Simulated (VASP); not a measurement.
Here is a VASP 6.6.1 calculation.

INCAR

```
SYSTEM = TiO2
  PREC = Accurate
  ENCUT = 520
  EDIFF = 1E-7
  ISMEAR = 0
  SIGMA = 0.05
  LREAL = .False.
  LASPH = .True.
  NELM = 150
  ALGO = Normal
  ISIF = 2
  LWAVE = .False.
  LCHARG = .False.
  LMAXMIX = 4
  LDAU = .True.
  LDAUTYPE = 2
  LDAUL = 2 -1
  LDAUU = 4 0
  LDAUJ = 0 0
  LDAUPRINT = 1
  GGA = PE
  NBANDS = 33
```

KPOINTS

```
Automatic mesh
0
Gamma
  8 8 8
  0 0 0
```

File POSCAR:

```
TiO2
1.0
   -2.0018915300      2.0018915300      4.4449999531
    2.0018915300     -2.0018915300      4.4449999531
    2.0018915300      2.0018915300     -4.4449999531
Ti O
2 4
Direct
    0.0000000000      0.0000000000      0.0000000000
    0.7500000000      0.2500000000      0.5000000000
    0.2052277854      0.2052277854      0.0000000000
    0.9552277854      0.4552277854      0.5000000000
    0.5447722146      0.0447722146      0.5000000000
    0.7947722146      0.7947722146      0.0000000000
```

Potentials or basis: VASP PAW PBE potentials, release 64 (Ti_sv, O).

Run with:

```bash
$ cat potpaw_PBE.64/Ti_sv/POTCAR potpaw_PBE.64/O/POTCAR > POTCAR
$ mpirun -np 1 vasp_std > vasp.out
```

Question: Predict the pressure.

Answer: 13.0 GPa.

Question: What does it give for the largest force?

Answer: 2.849 eV/Å.

Forces on the atoms (eV/Å):
```
Ti   0.000  0.000  0.000
Ti   0.000  0.000  0.000
O    0.000  0.000  2.849
O    0.000  0.000  2.849
O    0.000  0.000 -2.849
O    0.000  0.000 -2.849
```

Caveat: forces of over 1 eV/Å act on the atoms, so gaps and moduli don't describe the material at rest.
